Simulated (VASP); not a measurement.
Input of a VASP 6.6.1 run:

The input INCAR:

```
ALGO = Normal
EDIFF = 1E-6
ENCUT = 520
GGA = PS
ISIF = 2
ISMEAR = 0
LASPH = T
LCHARG = T
LELF = T
LREAL = F
LVHAR = T
LWAVE = F
NBANDS = 10
NELM = 100
PREC = Accurate
SIGMA = 0.05
```

The input KPOINTS:

```
k-points
0
Gamma
  5 5 5
```

The input POSCAR:

```
Cs
1.0
    5.1904936885     -0.0000000287     -0.0000000498
   -1.7301645357      4.8936443893     -0.0000000498
   -1.7301645357     -2.4468221228      4.2380203997
Cs
1
Direct
    0.0000000000      0.0000000000      0.0000000000
```

Potentials or basis: VASP PAW PBE potentials, release 64 (Cs_sv).

Command:

```sh
$ cat potpaw_PBE.64/Cs_sv/POTCAR > POTCAR
$ mpirun -np 1 vasp_std > vasp.out
```

Question: What does it give for the pressure?

Answer: 0.0 GPa.

Caveat: the PAW data sets were made with another functional, which shifts forces and pressure a little.
